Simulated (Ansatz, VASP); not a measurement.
## Two plane-wave programs on Al

Contents of INCAR:

```
ALGO = Fast
EDIFF = 1E-6
ENCUT = 520
GGA = PE
ISIF = 2
ISMEAR = 0
LASPH = T
LCHARG = F
LREAL = F
LWAVE = F
NBANDS = 8
NELM = 80
PREC = Accurate
SIGMA = 0.15
```

Contents of KPOINTS:

```
k-points
0
Gamma
  20 20 20
```

POSCAR

```
Al
1.0
    0.0000000000      2.0846994000      1.9936203000
    2.0846994000      0.0000000000      1.9936203000
    2.0846994000      2.0846994000      0.0000000000
Al
1
Direct
    0.0000000000      0.0000000000      0.0000000000
```

Input for Ansatz:

```yaml
crystal:
  lattice:
    - [0.0, 2.0846994, 1.9936203]
    - [2.0846994, 0.0, 1.9936203]
    - [2.0846994, 2.0846994, 0.0]
  atoms:
    - { symbol: Al, position: [0.0, 0.0, 0.0] }
basis:
  ecutwfc: 420
kpoints:
  mp_grid: { grid: [20, 20, 20] }
hamiltonian:
  xc: pbe
scf:
  occupations: { method: gaussian, width: 0.15 }
output:
  forces: true
  stress: true
  eigenvalues: true
```

Change from the starting cell: strain +0.030 along x and y, -0.015 along z, atoms carried along.

Alike in both runs: task single point; functional PBE; k mesh 20 × 20 × 20; occupations gaussian, width 0.15 eV; no spin polarisation.

|  | VASP | Ansatz |
| --- | --- | --- |
| version | VASP 6.6.1 | Ansatz 0.2.0 |
| potentials or method | VASP PAW PBE potentials, release 64 (Al), cutoff 520 eV | scalar-relativistic, plane waves, PAW |
| valence electrons in the cell | 3 | 3 |

Ansatz gave:

* gap on the k mesh at the Fermi level (eV): none
* pressure (GPa): -3.3
* traceless stress, the component that is largest in VASP (GPa): 1.17

Question: What did VASP give for the same quantities?

Answer: gap on the k mesh at the Fermi level (eV): none; pressure (GPa): -3.4; traceless stress, the component that is largest in VASP (GPa): 1.16.

A gap of «none» marks a metal or a gap that the smearing closes. The functional is the same, so the differences come from potentials, cutoffs and numerics.
